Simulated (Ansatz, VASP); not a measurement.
## Mn: VASP beside Ansatz

```
Mn
1.0
     0.00000    1.89659    1.89659
     1.89659    0.00000    1.89659
     1.89659    1.89659    0.00000
Mn
1
Direct
  0.00000 0.00000 0.00000
```

Alike in both runs: task relaxation of cell and atoms; functional PBEsol; k mesh 8 × 8 × 8; occupations gaussian, width 0.1 eV; collinear spin.

|  | VASP | Ansatz |
| --- | --- | --- |
| version | VASP 6.6.1 | Ansatz 0.2.0 |
| potentials or method | VASP PAW PBE potentials, release 64 (Mn_pv), cutoff 600 eV | scalar-relativistic, plane waves, PAW |
| valence electrons in the cell | 13 | 15 |

|  | VASP | Ansatz | Ansatz less VASP |
| --- | --- | --- | --- |
| gap on the k mesh at the Fermi level, each at its own relaxed structure (eV) | none | none | - |
| net moment per atom (μB) | 0.00 | 0.00 | 0.000 |
| relaxed volume (Å³/atom) | 10.35 | 10.33 | -0.014 |
| relaxed cell length with the largest relative difference (Å) | 2.446 | 2.445 | -0.0011 |

VASP's potentials were made for PBE, not for PBEsol. A gap of «none» marks a metal or a gap that the smearing closes. VASP's potentials hold 13 valence electrons a cell and Ansatz's 15, so a difference there can come from the potentials and not from the codes. Ansatz's warnings: seeded moment not kept.

Noted on VASP's run: the volume moved by over 15 % at a fixed basis, so the end points are rough.
